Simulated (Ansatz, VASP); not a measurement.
**Two plane-wave programs on LuHfF**

The input INCAR:

```
PREC     = Accurate       # precision mode
ENCUT    = 600            # plane-wave cutoff, eV
EDIFF    = 1E-7           # SCF threshold, eV
ISMEAR   = 0              # smearing method
SIGMA    = 0.1            # smearing width, eV
LREAL    = F              # projectors in reciprocal space
LASPH    = T              # aspherical terms in the spheres
NELM     = 100            # most SCF steps
ALGO     = Normal         # electronic algorithm
ISIF     = 3              # what is computed and relaxed
LWAVE    = F              # write WAVECAR
LCHARG   = F              # write CHGCAR
GGA      = PE             # functional
IBRION   = 2              # ionic algorithm
NSW      = 90             # ionic steps
EDIFFG   = -0.04          # ionic threshold
```

Contents of KPOINTS:

```
Automatic mesh
0
Gamma
  6 6 4
```

Contents of POSCAR:

```
LuHfF
1.0
    3.0165910500      0.0000000000      0.0000000000
   -1.5082955300      2.6124444800      0.0000000000
    0.0000000000      0.0000000000      6.9736896700
Lu Hf F
1 1 1
Direct
    0.3333333300      0.6666666700      0.0000000000
    0.3333333300      0.6666666700      0.5000000000
    0.0000000000      0.0000000000      0.5000000000
```

Input for Ansatz:

```yaml
crystal:
  lattice:
    - [3.01659105, 0.0, 0.0]
    - [-1.50829553, 2.61244448, 0.0]
    - [0.0, 0.0, 6.97368967]
  atoms:
    - { symbol: Lu, position: [0.33333333, 0.66666667, 0.0] }
    - { symbol: Hf, position: [0.33333333, 0.66666667, 0.5] }
    - { symbol: F, position: [0.0, 0.0, 0.5] }
basis:
  ecutwfc: 420
kpoints:
  mp_grid: { grid: [6, 6, 4] }
hamiltonian:
  xc: pbe
scf:
  occupations: { method: gaussian, width: 0.1 }
  lower_state_search: "off"
output:
  forces: true
  stress: true
  eigenvalues: true
relax:
  adjacent_minimum: "off"
  f_tol: 0.04
  max_steps: 70
  cell: { stress_tol: 0.4 }
```

Alike in both runs: task relaxation of cell and atoms; functional PBE; k mesh 6 × 6 × 4; occupations gaussian, width 0.1 eV; no spin polarisation.

```csv
,VASP,Ansatz
version,VASP 6.6.1,Ansatz 0.2.0
potentials or method,"VASP PAW PBE potentials, release 64 (Lu, Hf_pv, F), cutoff 600 eV","scalar-relativistic, plane waves, PAW"
valence electrons in the cell,42,58
```

```tsv
	VASP	Ansatz	Ansatz less VASP
gap on the k mesh at the Fermi level, each at its own relaxed structure (eV)	none	none	-
relaxed volume (Å³/atom)	24.12	24.51	+0.396
relaxed cell length with the largest relative difference (Å)	3.607	3.638	+0.0312
```

A gap of «none» marks a metal or a gap that the smearing closes. VASP's potentials hold 42 valence electrons a cell and Ansatz's 58, so a difference there can come from the potentials and not from the codes.

The k mesh is coarse, so the values compare programs but aren't converged. Neither program's run includes spin-orbit coupling. Noted on VASP's run: the volume moved by over 15 % at a fixed basis, so the end points are rough.
